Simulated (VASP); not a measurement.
A run of VASP 6.6.1:

Contents of INCAR:

```
SYSTEM = Se
PREC = Accurate ; ENCUT = 520
EDIFF = 1E-6 ; ISMEAR = -1
SIGMA = 0.05 ; LREAL = .False.
LASPH = .True. ; NELM = 100
ALGO = Normal ; ISIF = 2
LWAVE = .False. ; LCHARG = .False.
GGA = PS ; NBANDS = 16
```

KPOINTS

```
Automatic mesh
0
Gamma
  7 7 6
  0 0 0
```

The input POSCAR:

```
Se
1.0
    4.3071900636      0.0000000000      0.0000000000
   -2.1535950318      3.7301360140      0.0000000000
    0.0000000000      0.0000000000      4.8866512526
Se
3
Direct
    0.7746000000      0.7746000000      0.0000000000
    0.0000000000      0.2254000000      0.6666666667
    0.2254000000      0.0000000000      0.3333333333
```

Potentials or basis: VASP PAW PBE potentials, release 64 (Se).

Run with:

```sh
$ cat potpaw_PBE.64/Se/POTCAR > POTCAR
$ mpirun -np 1 vasp_std > vasp.out
```

Hardware: 1 thread of Intel(R) Xeon(R) Platinum 8488C (Sapphire Rapids), with other jobs on the host.

Q: Estimate the wall time of this run.

A: It took 40 s on 1 thread of Intel(R) Xeon(R) Platinum 8488C (Sapphire Rapids) (shared host), peak memory 0.19 GiB. Counts: scf iterations 12, k points 40.
